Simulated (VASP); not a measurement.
# MoSe (F-43m) in VASP: a series of runs, part 2 of 2

VASP 6.6.1. Earlier steps stand in the parts before.

### 3 Single point, PBE, collinear spin, ferromagnetic start (volume scaled by 1.100)

INCAR reads:

```
SYSTEM = MoSe
ALGO = Normal
EDIFF = 1E-6
ENCUT = 520
GGA = PE
ISIF = 2
ISMEAR = 0
ISPIN = 2
LASPH = .True.
LCHARG = .False.
LMAXMIX = 4
LORBIT = 11
LREAL = .False.
LWAVE = .False.
MAGMOM = 1.02 0
NBANDS = 21
NELM = 150
PREC = Accurate
SIGMA = 0.05
```

KPOINTS reads:

```
k-points
0
Gamma
  10 10 10
  0 0 0
```

POSCAR reads:

```
MoSe
1.0
    0.0000000000      2.9322114320      2.9322114320
    2.9322114320      0.0000000000      2.9322114320
    2.9322114320      2.9322114320      0.0000000000
Mo Se
1 1
Direct
    0.0000000000      0.0000000000      0.0000000000
    0.2500000000      0.2500000000      0.2500000000
```

Potentials or basis: VASP PAW PBE potentials, release 64 (Mo_sv, Se).

The run is started by

```
cat potpaw_PBE.64/Mo_sv/POTCAR potpaw_PBE.64/Se/POTCAR > POTCAR
mpirun -np 1 vasp_std > vasp.out
```

OUTCAR:

```text
SYSTEM = MoSe
   EDIFF = 1E-6
   ENCUT = 520
   GGA = PE
   ISIF = 2
   ISMEAR = 0
   ISPIN = 2
   LASPH = .True.
   LORBIT = 11
   LREAL = .False.
   NELM = 150
   PREC = Accurate

 ion  position               nearest neighbor table
   1  0.000  0.000  0.000-   2 2.54   2 2.54   2 2.54   2 2.54
   2  0.250  0.250  0.250-   1 2.54   1 2.54   1 2.54   1 2.54

  LATTYP: Found a face centered cubic cell.
 ALAT       =     5.8644228640

  Lattice vectors:

 A1 = (   0.0000000000,   2.9322114320,   2.9322114320)
 A2 = (   2.9322114320,   0.0000000000,   2.9322114320)
 A3 = (   2.9322114320,   2.9322114320,   0.0000000000)
[... 1365 lines left out ...]

 VOLUME and BASIS-vectors are now :
 -----------------------------------------------------------------------------
  energy-cutoff  :      520.00
  volume of cell :       50.42
      direct lattice vectors                 reciprocal lattice vectors
     0.000000000  2.932211432  2.932211432    -0.170519764  0.170519764  0.170519764
     2.932211432  0.000000000  2.932211432     0.170519764 -0.170519764  0.170519764
     2.932211432  2.932211432  0.000000000     0.170519764  0.170519764 -0.170519764

 POSITION                                       TOTAL-FORCE (eV/Angst)
 -----------------------------------------------------------------------------------
      0.00000      0.00000      0.00000         0.000000     -0.000000     -0.000000
      1.46611      1.46611      1.46611        -0.000000      0.000000      0.000000
 -----------------------------------------------------------------------------------
    total drift:                                0.000000      0.000000      0.000000

  FREE ENERGIE OF THE ION-ELECTRON SYSTEM (eV)
  ---------------------------------------------------
  free  energy   TOTEN  =       -13.3777779291 eV

  energy  without entropy=      -13.3745406558  energy(sigma->0) =      -13.37615929

 total charge

# of ion       s       p       d       tot
------------------------------------------
    1        2.237   6.078   3.964  12.279
    2        1.426   2.363   0.102   3.891
--------------------------------------------------
tot          3.663   8.441   4.066  16.170

 magnetization (x)

# of ion       s       p       d       tot
------------------------------------------
    1        0.027   0.011   1.112   1.150
    2       -0.004  -0.042   0.015  -0.031
--------------------------------------------------
tot          0.023  -0.031   1.127   1.119
```

stdout:

```text
POSCAR found type information on POSCAR MoSe
 POSCAR found :  2 types and       2 ions
 scaLAPACK will be used
 LDA part: xc-table for (Slater+PW92), standard interpolation
 POSCAR, INCAR and KPOINTS ok, starting setup
 FFT: planning ... GRIDC
 FFT: planning ... GRID_SOFT
 FFT: planning ... GRID
 WAVECAR not read
 entering main loop
```

Wall time 3.6 min (1 thread of AMD EPYC 7R13, shared host); peak memory 0.22 GiB.

What came out:

| Quantity | Value |
| --- | --- |
| Free energy | -13.3778 eV |
| Pressure | -7.7 GPa |
| Net moment | 1.30 μB per cell |
| Site moments | Mo +1.15; Se -0.03 μB |
| Valence electrons inside the program's atomic spheres | Mo 12.28; Se 3.89 |

Caveat: the cell differs from its parent crystal (volume scaled by 1.100).

### 4 Single point, r2SCAN, collinear spin, ferromagnetic start

This run uses another cell than the first one, of 22.92 Å³/atom, 0.935 times its volume.

POSCAR reads:

```
MoSe
1.0
    0.0000000000      2.8405191460      2.8405191460
    2.8405191460      0.0000000000      2.8405191460
    2.8405191460      2.8405191460      0.0000000000
Mo Se
1 1
Direct
    0.0000000000      0.0000000000      0.0000000000
    0.2500000000      0.2500000000      0.2500000000
```

INCAR.step1 reads:

```
SYSTEM = MoSe
PREC = Accurate ; ENCUT = 520
ISMEAR = 0 ; SIGMA = 0.05
LREAL = .False. ; LASPH = .True.
NELM = 150 ; ISPIN = 2
MAGMOM = 3 0 ; LMAXMIX = 4
NBANDS = 21 ; GGA = PE
ALGO = Normal ; EDIFF = 1E-4
LWAVE = .True. ; LCHARG = .False.
```

INCAR.step2 reads:

```
SYSTEM = MoSe
PREC = Accurate ; ENCUT = 520
EDIFF = 1E-6 ; ISMEAR = 0
SIGMA = 0.05 ; LREAL = .False.
LASPH = .True. ; NELM = 150
ALGO = Normal ; ISIF = 2
LWAVE = .False. ; LCHARG = .False.
ISPIN = 2 ; MAGMOM = 3 0
LORBIT = 11 ; LMAXMIX = 4
METAGGA = R2SCAN ; LMIXTAU = .True.
NBANDS = 21 ; ISTART = 1
```

KPOINTS reads:

```
regular mesh
0
Gamma
  10 10 10
  0 0 0
```

The run is started by

```
cat potpaw_PBE.64/Mo_sv/POTCAR potpaw_PBE.64/Se/POTCAR > POTCAR
cp INCAR.step1 INCAR
mpirun -np 1 vasp_std > vasp.out
cp INCAR.step2 INCAR
mpirun -np 1 vasp_std > vasp.out
```

It took 12 min on 1 thread of AMD EPYC 7R13, shared host; peak memory 0.21 GiB.

The run converged. Its results:

- Free energy: -39.6702 eV
- Pressure: -0.9 GPa
- Net moment: 1.29 μB per cell
- Site moments: Mo +1.18; Se -0.03 μB
- Valence electrons inside the program's atomic spheres: Mo 12.39; Se 4.02

Levels at points of the mesh, in eV from the Fermi level:
Spin up:
```csv
k point,band 8,band 9,band 10,band 11,band 12,band 13,band 14,band 15
"(0.00, 0.00, 0.00)",-5.48,-1.70,-1.70,1.22,3.99,3.99,3.99,7.49
"(0.50, 0.00, 0.00)",-5.15,-1.27,-1.27,-0.48,1.93,1.93,3.76,8.21
"(0.50, 0.50, 0.00)",-4.37,-1.79,-0.99,-0.86,0.32,0.32,5.73,7.04
```
Spin down:
```
           k point  band 7  band 8  band 9  band 10  band 11  band 12
(0.00, 0.00, 0.00)   -5.29   -5.29    0.09     0.09     1.52     4.28
(0.50, 0.00, 0.00)   -4.87   -4.87    0.05     0.36     0.36     2.33
(0.50, 0.50, 0.00)   -4.26   -4.26   -1.45     0.61     0.80     0.80
```

Caveat: the PAW data sets were made with another functional, which shifts forces and pressure a little.

### 5 The runs side by side

```tsv
level	cell	gap on the mesh (eV)	pressure (GPa)	moment (μB)
PBE	a = 4.109 Å, angles 60.0°, 2 atoms	none	-5.8	1.28
PBE	a = 4.147 Å, angles 60.0°, 2 atoms	none	-7.7	1.30
r2SCAN	a = 4.017 Å, angles 60.0°, 2 atoms	none	-0.9	1.29
```

Alike in all rows: task single point; potentials or basis VASP PAW PBE potentials, release 64 (Mo_sv, Se); spin collinear, ferromagnetic start; k mesh 10 × 10 × 10; cutoff (eV) 520; smearing gaussian 0.05 eV.

Caveats: the PAW data sets were made with another functional, which shifts forces and pressure a little (some runs).

Absolute energies hang on the potentials; compare differences alone.
